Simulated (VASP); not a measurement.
BPd4, 5 atoms in the cell. The structure is orthorhombic, space group Pmm2 (No. 25). The conventional cell has a = 2.892 Å, b = 4.365 Å, c = 5.856 Å, α = 90.00°, β = 90.00°, γ = 90.00°. B (site symmetry mm2) has 5 Pd at 1.96 to 2.18 Å within 2.6 Å. Pd (site symmetry mm2) has 2 B at 2.18 Å and 10 Pd at 2.89 to 3.07 Å within 3.1 Å. Pd (site symmetry mm2) has 12 Pd at 2.73 to 3.47 Å within 3.6 Å. Within 3.0 Å of Pd (site symmetry mm2) lie 2 B at 2.03 Å and 10 Pd at 2.77 to 2.99 Å. Pd (site symmetry mm2) has 1 B at 1.96 Å within 2.6 Å. 

| Item | Value |
| --- | --- |
| Program | VASP 6.6.1 |
| Task | single point |
| Functional | PBE |
| Dispersion | D3(BJ) |
| Potentials or basis | VASP PAW PBE potentials, release 64 (B, Pd) |
| Cutoff | 520 eV |
| k mesh | 3 × 2 × 2 |
| Occupations | gaussian, width 0.1 eV |
| Spin | collinear spin |
| Starting moments | [0.0, -5.0, 5.0, 5.0, 5.0] μB |
| Dipole correction | no |
| Further INCAR settings | ALGO = Fast; EDIFF = 1e-06; NBANDS = 34 |

Potentials or basis: VASP PAW PBE potentials, release 64 (B, Pd).

Run with:

```console
$ cat potpaw_PBE.64/B/POTCAR potpaw_PBE.64/Pd/POTCAR > POTCAR
$ mpirun -np 1 vasp_std > vasp.out
```

Hardware: 1 thread of AMD EPYC 7R13, on a shared host.

Task: How long does it take, and how much memory?

Result: Wall time 85 s on 1 thread of AMD EPYC 7R13, with other jobs on the host, peak memory 0.2 GiB. Counts: scf iterations 17, k points 8.
